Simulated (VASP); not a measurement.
CsBr:

```
Cs Br
1.0
     4.38931    0.00000    0.00000
     0.00000    4.38931    0.00000
     0.00000    0.00000    4.38931
Cs Br
1 1
Direct
  0.00000 0.00000 0.00000
  0.50000 0.50000 0.50000
```

```yaml
Program: VASP 6.6.1
Task: relaxation of cell and atoms
Functional: PBEsol
Potentials_or_basis: VASP PAW PBE potentials, release 64 (Cs_sv, Br)
Cutoff: 500 eV
k_mesh: 6 × 6 × 6
Occupations: fermi-dirac, width 0.02 eV
Spin: no spin polarisation
```

At the start: pressure -1.2 GPa; volume 42.28 Å³/atom.

Q: How do energy, volume and symmetry change on relaxing?

A: Over 4 steps the energy falls by 16.4 meV/atom and the volume is 38.30 Å³/atom (-9.4 %); space group Pm-3m (No. 221, to 0.1 Å) before and after.

The path:
| step | energy change (eV) | largest force (eV/Å) | pressure (GPa) | volume (Å³) |
| --- | --- | --- | --- | --- |
| 1 | 0.0000 | 0.0000 | -1.20 | 84.56 |
| 2 | -0.0231 | 0.0000 | -0.72 | 80.75 |
| 3 | -0.0328 | 0.0000 | -0.08 | 77.02 |
| 4 | -0.0329 | 0.0000 | 0.01 | 76.60 |

Final structure:
```
Cs Br
1.0
     4.24698    0.00000    0.00000
     0.00000    4.24698    0.00000
     0.00000    0.00000    4.24698
Cs Br
1 1
Cartesian
  0.0000 0.0000 0.0000
  2.1235 2.1235 2.1235
```

Caveat: the PAW data sets were made with another functional, which shifts forces and pressure a little.
